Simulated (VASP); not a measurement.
# AlN in VASP: further runs, part 2 of 2

VASP 6.6.1. The steps go on from the part before.

### 5 Single point, LDA

This run uses another cell than the first one, of 10.01 Å³/atom, 1.025 times its volume.

INCAR reads:

```
SYSTEM = AlN
PREC = Accurate
ENCUT = 520
EDIFF = 1E-6
ISMEAR = 0
SIGMA = 0.05
LREAL = .FALSE.
LASPH = .TRUE.
NELM = 60
ALGO = Normal
ISIF = 2
LWAVE = .FALSE.
LCHARG = .FALSE.
NBANDS = 16
```

KPOINTS reads:

```
Automatic mesh
0
G
  9 9 6
  0 0 0
```

POSCAR reads:

```
AlN
1.0
    3.3305662437      0.0000000000      0.0000000000
   -1.6652831218      2.8843549760      0.0000000000
    0.0000000000      0.0000000000      4.1691689022
Al N
2 2
Direct
    0.3333333333      0.6666666667      0.7500000000
    0.6666666667      0.3333333333      0.2500000000
    0.3333333333      0.6666666667      0.2500000000
    0.6666666667      0.3333333333      0.7500000000
```

Potentials or basis: VASP PAW LDA potentials, release 64 (Al, N).

On the command line:

```
> cat potpaw_LDA.64/Al/POTCAR potpaw_LDA.64/N/POTCAR > POTCAR
> mpirun -np 1 vasp_std > vasp.out
```

OUTCAR:

```text
SYSTEM = AlN
   PREC = Accurate
   ENCUT = 520
   EDIFF = 1E-6
   ISMEAR = 0
   LREAL = .FALSE.
   LASPH = .TRUE.
   NELM = 60
   ISIF = 2

 ion  position               nearest neighbor table
   1  0.333  0.667  0.750-   4 1.92   4 1.92   4 1.92   3 2.08   3 2.08   2 2.84   2 2.84   2 2.84
                             2 2.84   2 2.84   2 2.84
   2  0.667  0.333  0.250-   3 1.92   3 1.92   3 1.92   4 2.08   4 2.08   1 2.84   1 2.84   1 2.84
                             1 2.84   1 2.84   1 2.84
   3  0.333  0.667  0.250-   2 1.92   2 1.92   2 1.92   1 2.08   1 2.08
   4  0.667  0.333  0.750-   1 1.92   1 1.92   1 1.92   2 2.08   2 2.08

  LATTYP: Found a hexagonal cell.
 ALAT       =     3.3305662437
 C/A-ratio  =     1.2517898150

  Lattice vectors:

 A1 = (   3.3305662437,   0.0000000000,   0.0000000000)
 A2 = (  -1.6652831218,   2.8843549760,   0.0000000000)
 A3 = (   0.0000000000,   0.0000000000,   4.1691689022)

Analysis of symmetry for initial positions (statically):
=====================================================================
 Subroutine PRICEL returns:
 Original cell was already a primitive cell.

 Routine SETGRP: Setting up the symmetry group for a
 hexagonal supercell.

 Subroutine GETGRP returns: Found 24 space group operations
 (whereof 12 operations were pure point group operations)
 out of a pool of 24 trial point group operations.

The static configuration has the point symmetry D_3d.
 The point group associated with its full space group is D_6h.

Analysis of symmetry for dynamics (positions and initial velocities):
=====================================================================
 Subroutine PRICEL returns:
 Original cell was already a primitive cell.

 Routine SETGRP: Setting up the symmetry group for a
 hexagonal supercell.

 Subroutine GETGRP returns: Found 24 space group operations
 (whereof 12 operations were pure point group operations)
 out of a pool of 24 trial point group operations.

The dynamic configuration has the point symmetry D_3d.
 The point group associated with its full space group is D_6h.

 Subroutine INISYM returns: Found 24 space group operations
 (whereof 12 operations are pure point group operations),
 and found     1 'primitive' translations

----------------------------------------------------------------------------------------

                                     Primitive cell

  volume of cell :      40.0513

  direct lattice vectors                    reciprocal lattice vectors
     3.330566244  0.000000000  0.000000000     0.300249245  0.173348982  0.000000000
    -1.665283122  2.884354976  0.000000000     0.000000000  0.346697965  0.000000000
     0.000000000  0.000000000  4.169168902     0.000000000  0.000000000  0.239855958

  length of vectors
     3.330566244  3.330566244  4.169168902     0.346697965  0.346697965  0.239855958

  position of ions in fractional coordinates (direct lattice)
     0.333333333  0.666666667  0.750000000
     0.666666667  0.333333333  0.250000000
     0.333333333  0.666666667  0.250000000
     0.666666667  0.333333333  0.750000000

  ion indices of the primitive-cell ions
   primitive index   ion index
                 1           1
                 2           2
                 3           3
                 4           4

----------------------------------------------------------------------------------------

[... 23 lines left out ...]

 Following reciprocal coordinates:
            Coordinates               Weight
  0.000000  0.000000  0.000000      1.000000
  0.111111 -0.000000  0.000000      6.000000
  0.222222  0.000000  0.000000      6.000000
  0.333333 -0.000000  0.000000      6.000000
  0.444444  0.000000  0.000000      6.000000
  0.111111  0.111111  0.000000      6.000000
[... 16 lines left out ...]
  0.333333  0.222222  0.166667     24.000000
  0.333333  0.333333  0.166667      4.000000
 [... further k-points ...]
   k-points           NKPTS =     48   k-points in BZ     NKDIM =     48   number of bands    NBANDS=     16
   number of dos      NEDOS =    301   number of ions     NIONS =      4
   total plane-waves  NPLWV =  25088
   dimension x,y,z NGX =    28 NGY =   28 NGZ =   32
   dimension x,y,z NGXF=    56 NGYF=   56 NGZF=   64
   ions per type =               2   2
   NGX,Y,Z   is equivalent  to a cutoff of  13.98, 13.98, 12.76 a.u.
   NGXF,Y,Z  is equivalent  to a cutoff of  27.95, 27.95, 25.52 a.u.
 SYSTEM =  AlN
   PREC   = accura    normal or accurate (medium, high low for compatibility)
   ISTART =      0    job   : 0-new  1-cont  2-samecut
   ICHARG =      2    charge: 1-file 2-atom 10-const
   ISPIN  =      1    spin polarized calculation?
   LNONCOLLINEAR =      F non collinear calculations
   LSORBIT =      F    spin-orbit coupling
   LASPH  =      T    aspherical Exc in radial PAW
   ENCUT  =  520.0 eV  38.22 Ry    6.18 a.u.   6.19  6.19  7.75*2*pi/ulx,y,z
   NELM   =     60;   NELMIN=  2; NELMDL= -5     # of ELM steps
   EDIFF  = 0.1E-05   stopping-criterion for ELM
   LREAL  =      F    real-space projection
   EDIFFG = 0.1E-04   stopping-criterion for IOM
   NSW    =      0    number of steps for IOM
   IBRION =     -1    ionic relax: 0-MD 1-quasi-New 2-CG
   NFREE  =      0    steps in history (QN), initial steepest desc. (CG)
   ISIF   =      2    stress and relaxation
   ISYM   =      2    0-nonsym 1-usesym 2-fastsym
   POTIM  = 0.5000    time-step for ionic-motion
   TEBEG  =    0.0;   TEEND  =   0.0 temperature during run
   PSTRESS=    0.0 pullay stress
   NELECT =      16.0000    total number of electrons
   NUPDOWN=      -1.0000    fix difference up-down
   EMIN   =  10.00;   EMAX   =-10.00  energy-range for DOS
   EFERMI =   0.00;   METHOD = LEGACY
   ISMEAR =     0;   SIGMA  =   0.05  broadening in eV -4-tet -1-fermi 0-gaus
   EFERMI_NEDOS =   21; number of points for ismear=-14 and -15
   IALGO  =     38    algorithm
   IMIX   =      4    mixing-type and parameters
     AMIX     =   0.40;   BMIX     =  1.00
     AMIX_MAG =   1.60;   BMIX_MAG =  1.00
  volume/ion in A,a.u.               =      10.01        67.57
  Fermi-wavevector in a.u.,A,eV,Ry     =   1.205710  2.278461 19.779276  1.453736
  Thomas-Fermi vector in A             =   2.341398
   LORBIT       =      0    0 simple, 1 ext, 2 COOP (PROOUT), +10 PAW based schemes
   GGA     = CA    functional components
   LHFCALC =     F    Hartree Fock is set to
   AEXX    =    0.0000 exact exchange contribution
   IVDW    =     0    specifies the selected vdW correction
   LEPSILON=     F    determine dielectric tensor
   LRPA    =     F    only Hartree local field effects (RPA)
 non-spin polarized calculation
 Gauss-broadening in eV      SIGMA  =   0.05
  energy-cutoff  :      520.00
  volume of cell :       40.05
 maximum number of plane-waves:      1096
 NGX is ok and might be reduce to    28
   NGX = 13   NGY = 13   NGZ = 15

 number of electron      16.0000000 magnetization

 Free energy of the ion-electron system (eV)
  ---------------------------------------------------
  ext. energy  EPLUGINS =         0.00000000
  ---------------------------------------------------
  free energy    TOTEN  =       -32.42637008 eV

  energy without entropy =      -32.42637008  energy(sigma->0) =      -32.42637008

 E-fermi :   7.8341     XC(G=0): -11.4567

 val. band max:        7.5655889046   @ k =   0.0000   0.0000   0.0000
 cond. band min:      10.8281147808   @ k =   0.0000   0.0000   0.0000
 fundamental gap:      3.2625258761
 Fermi energy:         7.8341444446

 k-point     1 :       0.0000    0.0000    0.0000
  band No.  band energies     occupation
      1      -8.9705      2.00000
      2      -5.2220      2.00000
      3       0.7655      2.00000
      4       4.3225      2.00000
      5       4.3225      2.00000
      6       6.0327      2.00000
[... 433 lines left out ...]
      3       1.0851      2.00000
      4       2.0518      2.00000
      5       2.0518      2.00000
      6       4.6493      2.00000
[... 8 lines left out ...]
     15      18.6589      0.00000
     16      20.3963      0.00000

 [... further k-points ...]
[... 5 lines left out ...]
  --------------------------------------------------------------------------------------
  -------------------------------------------------------------------------------------
  Total       -2.5577137     -2.5577137     -2.2046932     -0.0000000      0.0000000      0.0000000
  in kB     -102.3166323   -102.3166323    -88.1946958     -0.0000000      0.0000000      0.0000000
  external PRESSURE =     -97.6093201 kB  Pullay stress =       0.0000000 kB

 VOLUME and BASIS-vectors are now :
 -----------------------------------------------------------------------------
  energy-cutoff  :      520.00
  volume of cell :       40.05
      direct lattice vectors                 reciprocal lattice vectors
     3.330566244  0.000000000  0.000000000     0.300249245  0.173348982  0.000000000
    -1.665283122  2.884354976  0.000000000     0.000000000  0.346697965  0.000000000
     0.000000000  0.000000000  4.169168902     0.000000000  0.000000000  0.239855958

 POSITION                                       TOTAL-FORCE (eV/Angst)
 -----------------------------------------------------------------------------------
     -0.00000      1.92290      3.12688        -0.000000     -0.000000      0.000000
      1.66528      0.96145      1.04229         0.000000      0.000000      0.000000
     -0.00000      1.92290      1.04229         0.000000      0.000000      0.000000
      1.66528      0.96145      3.12688        -0.000000      0.000000      0.000000
 -----------------------------------------------------------------------------------
    total drift:                                0.000000     -0.000000      0.000000

  FREE ENERGIE OF THE ION-ELECTRON SYSTEM (eV)
  ---------------------------------------------------
  free  energy   TOTEN  =       -32.4263700808 eV

  energy  without entropy=      -32.4263700808  energy(sigma->0) =      -32.42637008
```

OSZICAR:

```text
N       E                     dE             d eps       ncg     rms          rms(c)
DAV:   1     0.374157536169E+02    0.37416E+02   -0.72570E+03  1536   0.896E+02
DAV:   2    -0.341287962320E+02   -0.71545E+02   -0.65224E+02  2296   0.177E+02
DAV:   3    -0.371605660839E+02   -0.30318E+01   -0.30220E+01  1824   0.367E+01
DAV:   4    -0.371764633756E+02   -0.15897E-01   -0.15896E-01  1944   0.319E+00
DAV:   5    -0.371766269963E+02   -0.16362E-03   -0.16362E-03  1792   0.315E-01    0.117E+01
DAV:   6    -0.325495984723E+02    0.46270E+01   -0.98164E+00  1720   0.228E+01    0.399E+00
DAV:   7    -0.324897790328E+02    0.59819E-01   -0.53746E-01  1888   0.474E+00    0.271E+00
DAV:   8    -0.324304594655E+02    0.59320E-01   -0.10182E-01  1640   0.258E+00    0.577E-01
DAV:   9    -0.324262455146E+02    0.42140E-02   -0.11260E-02  1832   0.793E-01    0.246E-01
DAV:  10    -0.324264542327E+02   -0.20872E-03   -0.88334E-04  1752   0.200E-01    0.174E-01
DAV:  11    -0.324263710694E+02    0.83163E-04   -0.12140E-04  1744   0.839E-02    0.325E-02
DAV:  12    -0.324263700808E+02    0.98859E-06   -0.21015E-06  1688   0.105E-02
   1 F= -.32426370E+02 E0= -.32426370E+02  d E =-.171740E-16
```

stdout:

```text
POSCAR found type information on POSCAR AlN
 POSCAR found :  2 types and       4 ions
 scaLAPACK will be used
 LDA part: xc-table for (Slater(with rela. corr.)+CA(PZ))
 , standard interpolation
 POSCAR, INCAR and KPOINTS ok, starting setup
 FFT: planning ... GRIDC
 FFT: planning ... GRID_SOFT
 FFT: planning ... GRID
 WAVECAR not read
 entering main loop
```

Run time: 11 s. Hardware: 1 thread of Intel Xeon 6975P-C (Granite Rapids), shared host; peak memory 0.15 GiB.

Results:

```yaml
Free_energy: -32.4264 eV
Pressure: -9.8 GPa
Band_gap_on_the_k_mesh: 3.26 eV, direct
```

Stress tensor (GPa, compression positive):
```
-10.23   0.00   0.00
  0.00 -10.23   0.00
  0.00   0.00  -8.82
```

Levels at points of the mesh, in eV from the valence-band top:
| k point | band 4 | band 5 | band 6 | band 7 | band 8 | band 9 | band 10 | band 11 | band 12 | band 13 |
| --- | --- | --- | --- | --- | --- | --- | --- | --- | --- | --- |
| (0.00, 0.00, 0.00) | -3.24 | -3.24 | -1.53 | -1.53 | 0.00 | 3.26 | 4.19 | 7.99 | 7.99 | 11.02 |
| (0.00, 0.00, 0.50) | -3.65 | -2.43 | -2.43 | -2.43 | -2.43 | 5.56 | 5.56 | 8.19 | 8.19 | 8.19 |
